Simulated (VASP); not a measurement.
# GaSb (F-43m) in VASP: single point with PBEsol

Aim: the single point of GaSb with PBEsol.

All numbers are computed with VASP 6.6.1; they aren't measurements. Logs are shortened: lines on timing, memory, paths and dates and some standing lists are left out, and cuts for length are marked.

## Step 1: The cell of the first run

The structure is cubic, space group F-43m (No. 216). The conventional cell has a = 5.950 Å, b = 5.950 Å, c = 5.950 Å, α = 90.00°, β = 90.00°, γ = 90.00°. Ga (site symmetry -43m) has 4 Sb at 2.58 Å within 3.4 Å. Sb (site symmetry -43m) has 4 Ga at 2.58 Å within 3.4 Å.

## Step 2: Single point, PBEsol

INCAR reads:

```
SYSTEM = GaSb
  ALGO = Normal
  EDIFF = 1E-6
  ENCUT = 500
  GGA = PS
  GGA_COMPAT = .FALSE.
  ISIF = 2
  ISMEAR = 0
  LASPH = .TRUE.
  LCHARG = .FALSE.
  LREAL = .FALSE.
  LWAVE = .FALSE.
  NBANDS = 16
  NELM = 120
  PREC = Accurate
  SIGMA = 0.01
```

KPOINTS reads:

```
k-points
0
G
  6 6 6
  0 0 0
```

POSCAR reads:

```
GaSb
1.0
    0.0000000000      2.9751492194      2.9751492194
    2.9751492194      0.0000000000      2.9751492194
    2.9751492194      2.9751492194      0.0000000000
Ga Sb
1 1
Direct
    0.0000000000      0.0000000000      0.0000000000
    0.2500000000      0.2500000000      0.2500000000
```

Potentials or basis: VASP PAW PBE potentials, release 64 (Ga_d, Sb).

Run with:

```sh
> cat potpaw_PBE.64/Ga_d/POTCAR potpaw_PBE.64/Sb/POTCAR > POTCAR
> mpirun -np 1 vasp_std > vasp.out
```

OUTCAR:

```text
SYSTEM = GaSb
   EDIFF = 1E-6
   ENCUT = 500
   GGA = PS
   ISIF = 2
   ISMEAR = 0
   LASPH = .TRUE.
   LREAL = .FALSE.
   NELM = 120
   PREC = Accurate

 ion  position               nearest neighbor table
   1  0.000  0.000  0.000-   2 2.58   2 2.58   2 2.58   2 2.58
   2  0.250  0.250  0.250-   1 2.58   1 2.58   1 2.58   1 2.58

  LATTYP: Found a face centered cubic cell.
 ALAT       =     5.9502984388

  Lattice vectors:

 A1 = (   0.0000000000,   2.9751492194,   2.9751492194)
 A2 = (   2.9751492194,   0.0000000000,   2.9751492194)
 A3 = (   2.9751492194,   2.9751492194,   0.0000000000)

Analysis of symmetry for initial positions (statically):
=====================================================================
 Subroutine PRICEL returns:
 Original cell was already a primitive cell.

 Routine SETGRP: Setting up the symmetry group for a
 face centered cubic supercell.

 Subroutine GETGRP returns: Found 24 space group operations
 (whereof 24 operations were pure point group operations)
 out of a pool of 48 trial point group operations.

The static configuration has the point symmetry T_d .

Analysis of symmetry for dynamics (positions and initial velocities):
=====================================================================
 Subroutine PRICEL returns:
 Original cell was already a primitive cell.

 Routine SETGRP: Setting up the symmetry group for a
 face centered cubic supercell.

 Subroutine GETGRP returns: Found 24 space group operations
 (whereof 24 operations were pure point group operations)
 out of a pool of 48 trial point group operations.

The dynamic configuration has the point symmetry T_d .

 Subroutine INISYM returns: Found 24 space group operations
 (whereof 24 operations are pure point group operations),
 and found     1 'primitive' translations

----------------------------------------------------------------------------------------

                                     Primitive cell

  volume of cell :      52.6691

  direct lattice vectors                    reciprocal lattice vectors
     0.000000000  2.975149219  2.975149219    -0.168058797  0.168058797  0.168058797
     2.975149219  0.000000000  2.975149219     0.168058797 -0.168058797  0.168058797
     2.975149219  2.975149219  0.000000000     0.168058797  0.168058797 -0.168058797

  length of vectors
     4.207496376  4.207496376  4.207496376     0.291086376  0.291086376  0.291086376

[... 70 lines left out ...]
   NELM   =    120;   NELMIN=  2; NELMDL= -5     # of ELM steps
   EDIFF  = 0.1E-05   stopping-criterion for ELM
   LREAL  =      F    real-space projection
   EDIFFG = 0.1E-04   stopping-criterion for IOM
   NSW    =      0    number of steps for IOM
   IBRION =     -1    ionic relax: 0-MD 1-quasi-New 2-CG
   NFREE  =      0    steps in history (QN), initial steepest desc. (CG)
   ISIF   =      2    stress and relaxation
   ISYM   =      2    0-nonsym 1-usesym 2-fastsym
   POTIM  = 0.5000    time-step for ionic-motion
   TEBEG  =    0.0;   TEEND  =   0.0 temperature during run
   PSTRESS=    0.0 pullay stress
   NELECT =      18.0000    total number of electrons
   NUPDOWN=      -1.0000    fix difference up-down
   EMIN   =  10.00;   EMAX   =-10.00  energy-range for DOS
   EFERMI =   0.00;   METHOD = LEGACY
   ISMEAR =     0;   SIGMA  =   0.01  broadening in eV -4-tet -1-fermi 0-gaus
   EFERMI_NEDOS =   21; number of points for ismear=-14 and -15
   IALGO  =     38    algorithm
   IMIX   =      4    mixing-type and parameters
     AMIX     =   0.40;   BMIX     =  1.00
     AMIX_MAG =   1.60;   BMIX_MAG =  1.00
  volume/ion in A,a.u.               =      26.33       177.71
  Fermi-wavevector in a.u.,A,eV,Ry     =   1.144582  2.162946 17.824557  1.310068
  Thomas-Fermi vector in A             =   2.281273
   LORBIT       =      0    0 simple, 1 ext, 2 COOP (PROOUT), +10 PAW based schemes
   GGA     = PS    functional components
   LHFCALC =     F    Hartree Fock is set to
   AEXX    =    0.0000 exact exchange contribution
   IVDW    =     0    specifies the selected vdW correction
   LEPSILON=     F    determine dielectric tensor
   LRPA    =     F    only Hartree local field effects (RPA)
 non-spin polarized calculation
 Gauss-broadening in eV      SIGMA  =   0.01
  energy-cutoff  :      500.00
  volume of cell :       52.67
 maximum number of plane-waves:      1363
 NGX is ok and might be reduce to    32
   NGX = 15   NGY = 15   NGZ = 15

 number of electron      18.0000014 magnetization

 Free energy of the ion-electron system (eV)
  ---------------------------------------------------
  ext. energy  EPLUGINS =         0.00000000
  ---------------------------------------------------
  free energy    TOTEN  =        -8.05600268 eV

  energy without entropy =       -8.05600268  energy(sigma->0) =       -8.05600268

 E-fermi :   5.6744     XC(G=0):  -9.6295

 val. band max:        5.6310589466   @ k =   0.0000   0.0000   0.0000
 cond. band min:       6.1563618224   @ k =   0.5000   0.0000   0.0000
 fundamental gap:      0.5253028758
 Fermi energy:         5.6744496762

 k-point     1 :       0.0000    0.0000    0.0000
  band No.  band energies     occupation
      1      -9.5655      2.00000
      2      -9.5655      2.00000
      3      -9.5655      2.00000
      4      -9.5011      2.00000
      5      -9.5011      2.00000
      6      -6.4879      2.00000
[... 281 lines left out ...]
      3      -9.5343      2.00000
      4      -9.5124      2.00000
      5      -9.4993      2.00000
      6      -3.6235      2.00000
[... 8 lines left out ...]
     15      16.0985      0.00000
     16      17.3995      0.00000

------------------------ aborting loop because EDIFF is reached ----------------------------------------

  FORCE on cell =-STRESS in cart. coord.  units (eV):
  Direction    XX          YY          ZZ          XY          YZ          ZX
  --------------------------------------------------------------------------------------
  -------------------------------------------------------------------------------------
  Total        1.6783695      1.6783695      1.6783695     -0.0000000      0.0000000     -0.0000000
  in kB       51.0554277     51.0554277     51.0554277     -0.0000000      0.0000000     -0.0000000
  external PRESSURE =      51.0554277 kB  Pullay stress =       0.0000000 kB

 VOLUME and BASIS-vectors are now :
 -----------------------------------------------------------------------------
  energy-cutoff  :      500.00
  volume of cell :       52.67
      direct lattice vectors                 reciprocal lattice vectors
     0.000000000  2.975149219  2.975149219    -0.168058797  0.168058797  0.168058797
     2.975149219  0.000000000  2.975149219     0.168058797 -0.168058797  0.168058797
     2.975149219  2.975149219  0.000000000     0.168058797  0.168058797 -0.168058797

 POSITION                                       TOTAL-FORCE (eV/Angst)
 -----------------------------------------------------------------------------------
      0.00000      0.00000      0.00000         0.000000      0.000000      0.000000
      1.48757      1.48757      1.48757        -0.000000     -0.000000      0.000000
 -----------------------------------------------------------------------------------
    total drift:                                0.000001      0.000001      0.000001

  FREE ENERGIE OF THE ION-ELECTRON SYSTEM (eV)
  ---------------------------------------------------
  free  energy   TOTEN  =        -8.0560026812 eV

  energy  without entropy=       -8.0560026812  energy(sigma->0) =       -8.05600268
```

OSZICAR:

```text
N       E                     dE             d eps       ncg     rms          rms(c)
DAV:   1     0.852985445378E+02    0.85299E+02   -0.84612E+03   512   0.140E+03
DAV:   2    -0.175140743147E+01   -0.87050E+02   -0.84212E+02   592   0.310E+02
DAV:   3    -0.806492981077E+01   -0.63135E+01   -0.63013E+01   616   0.655E+01
DAV:   4    -0.817716447292E+01   -0.11223E+00   -0.11222E+00   648   0.978E+00
DAV:   5    -0.817965250472E+01   -0.24880E-02   -0.24880E-02   648   0.131E+00    0.350E+00
DAV:   6    -0.808876884674E+01    0.90884E-01   -0.88821E-02   704   0.530E+00    0.207E+00
DAV:   7    -0.805552078472E+01    0.33248E-01   -0.55711E-02   632   0.211E+00    0.393E-01
DAV:   8    -0.805572701898E+01   -0.20623E-03   -0.54297E-03   624   0.896E-01    0.137E-01
DAV:   9    -0.805600962741E+01   -0.28261E-03   -0.50884E-04   592   0.169E-01    0.489E-02
DAV:  10    -0.805599404887E+01    0.15579E-04   -0.22722E-05   664   0.394E-02    0.139E-02
DAV:  11    -0.805600266240E+01   -0.86135E-05   -0.12369E-05   624   0.241E-02    0.489E-03
DAV:  12    -0.805600268117E+01   -0.18775E-07   -0.36578E-07   528   0.545E-03
   1 F= -.80560027E+01 E0= -.80560027E+01  d E =-.521590E-12
```

stdout:

```text
POSCAR found type information on POSCAR GaSb
 POSCAR found :  2 types and       2 ions
 scaLAPACK will be used
 -----------------------------------------------------------------------------
|                                                                             |
|                                                                             |
|     You enforced a specific xc type in the INCAR file but a different       |
|     I HOPE YOU KNOW WHAT YOU ARE DOING!                                     |
|                                                                             |
 -----------------------------------------------------------------------------

 LDA part: xc-table for (Slater+PW92), standard interpolation
 POSCAR, INCAR and KPOINTS ok, starting setup
 FFT: planning ... GRIDC
 FFT: planning ... GRID_SOFT
 FFT: planning ... GRID
 WAVECAR not read
 entering main loop
```

Run time: 10 s. Hardware: 1 thread of AMD EPYC 7R43 (Zen 3), shared host; peak memory 0.14 GiB.

Results:

```yaml
Free_energy: -8.0560 eV
Pressure: 5.1 GPa
Band_gap_on_the_k_mesh: 0.53 eV, indirect (least direct gap 0.60 eV)
```

Levels at points of the mesh, in eV from the valence-band top:
```tsv
k point	band 7	band 8	band 9	band 10	band 11	band 12
(0.00, 0.00, 0.00)	0.00	0.00	0.00	0.60	2.72	2.72
(0.50, 0.00, 0.00)	-6.84	-1.30	-1.30	0.53	3.70	3.70
(0.50, 0.50, 0.00)	-7.24	-2.90	-2.90	0.73	0.99	9.22
```

Caveat: the PAW data sets were made with another functional, which shifts forces and pressure a little; spin-orbit coupling is left out, which moves the levels of the heavy elements. A hybrid or GW would open this gap; PBEsol tends to underestimate it.
